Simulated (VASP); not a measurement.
**BaTiO3: relaxation of the atoms with r2SCAN**

The system is BaTiO3.

```
Ba Ti O
1.0
     3.99442    0.00000    0.00000
     0.00000    3.99442    0.00000
     0.00000    0.00000    3.99442
Ba Ti O
1 1 3
Direct
  0.50000 0.50000 0.50000
  0.00000 0.00000 0.00000
  0.50000 0.00000 0.00000
  0.00000 0.50000 0.00000
  0.00000 0.00000 0.50000
```

| Property | Result |
| --- | --- |
| Program | VASP 6.6.1 |
| Task | relaxation of the atoms |
| Functional | r2SCAN |
| Potentials or basis | VASP PAW PBE potentials, release 64 (Ba_sv, Ti_sv, O) |
| Cutoff | 520 eV |
| k mesh | 8 × 8 × 8 |
| Occupations | fermi-dirac, width 0.02 eV |
| Spin | no spin polarisation |
| Dipole correction | no |
| Further INCAR settings | ALGO = Normal; EDIFF = 1e-07; IBRION = 2; EDIFFG = -0.01; NSW = 50 |

* Pressure after relaxing: 1.9 GPa
* Band gap on the k mesh: 2.15 eV (least direct gap 2.30 eV)

Final structure:
```
CELL_PARAMETERS angstrom
3.99442 0.00000 0.00000
0.00000 3.99442 0.00000
0.00000 0.00000 3.99442
ATOMIC_POSITIONS crystal
Ba 0.50000 0.50000 0.50000
Ti 0.00000 0.00000 0.00000
O 0.50000 0.00000 0.00000
O 0.00000 0.50000 0.00000
O 0.00000 0.00000 0.50000
```

Levels at points of the mesh, in eV from the valence-band top:
```
           k point  band 17  band 18  band 19  band 20  band 21  band 22  band 23  band 24
(0.00, 0.00, 0.00)    -1.13    -0.15    -0.15    -0.15     2.15     2.15     2.15     4.21
(0.50, 0.00, 0.00)    -1.83    -1.83    -0.75    -0.75     2.30     3.88     3.88     4.22
(0.50, 0.50, 0.00)    -1.78    -0.88    -0.88    -0.09     3.89     3.89     4.34     5.14
(0.50, 0.50, 0.50)    -2.42     0.00     0.00     0.00     4.58     4.58     4.58     7.44
```

Run time: 4.6 min on 1 thread of Oxide Virtual Turin-like Processor (shared host), peak memory 0.18 GiB.

Caveat: the relaxation stopped at its first step, so nothing moved; the PAW data sets were made with another functional, which shifts forces and pressure a little; spin-orbit coupling is left out, which moves the levels of the heavy elements. r2SCAN opens gaps a little over a GGA but as a rule still falls short of measured ones.
